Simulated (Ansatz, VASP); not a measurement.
**Ti in VASP and in Ansatz**

File INCAR:

```
PREC     = Accurate       # precision mode
ENCUT    = 520            # plane-wave cutoff, eV
EDIFF    = 1E-6           # SCF threshold, eV
ISMEAR   = 0              # smearing method
SIGMA    = 0.1            # smearing width, eV
LREAL    = F              # projectors in reciprocal space
LASPH    = T              # aspherical terms in the spheres
NELM     = 80             # most SCF steps
ALGO     = Fast           # electronic algorithm
ISIF     = 2              # what is computed and relaxed
LWAVE    = F              # write WAVECAR
LCHARG   = F              # write CHGCAR
GGA      = PE             # functional
NBANDS   = 12             # bands
```

KPOINTS

```
regular mesh
0
Gamma
  18 18 18
```

Contents of POSCAR:

```
Ti
1.0
   -1.6438701758      1.6438701758      1.6438701758
    1.6438701758     -1.6438701758      1.6438701758
    1.6438701758      1.6438701758     -1.6438701758
Ti
1
Direct
    0.0000000000      0.0000000000      0.0000000000
```

Input for Ansatz:

```yaml
crystal:
  lattice:
    - [-1.6438701758, 1.6438701758, 1.6438701758]
    - [1.6438701758, -1.6438701758, 1.6438701758]
    - [1.6438701758, 1.6438701758, -1.6438701758]
  atoms:
    - { symbol: Ti, position: [0.0, 0.0, 0.0] }
basis:
  ecutwfc: 420
kpoints:
  mp_grid: { grid: [18, 18, 18] }
hamiltonian:
  xc: pbe
scf:
  occupations: { method: gaussian, width: 0.1 }
output:
  forces: true
  stress: true
  eigenvalues: true
```

Alike in both runs: task single point; functional PBE; k mesh 18 × 18 × 18; occupations gaussian, width 0.1 eV; no spin polarisation.

|  | VASP | Ansatz |
| --- | --- | --- |
| version | VASP 6.6.1 | Ansatz 0.2.0 |
| potentials or method | VASP PAW PBE potentials, release 64 (Ti_sv), cutoff 520 eV | scalar-relativistic, plane waves, PAW |
| valence electrons in the cell | 12 | 12 |

Ansatz gave:

| Property | Result |
| --- | --- |
| gap on the k mesh at the Fermi level (eV) | none |
| pressure (GPa) | -3.0 |

Q: Estimate VASP's values.

A: gap on the k mesh at the Fermi level (eV): none; pressure (GPa): -3.3.

A gap of «none» marks a metal or a gap that the smearing closes. With one functional, cell and mesh, what is left measures potentials, basis and numerics.
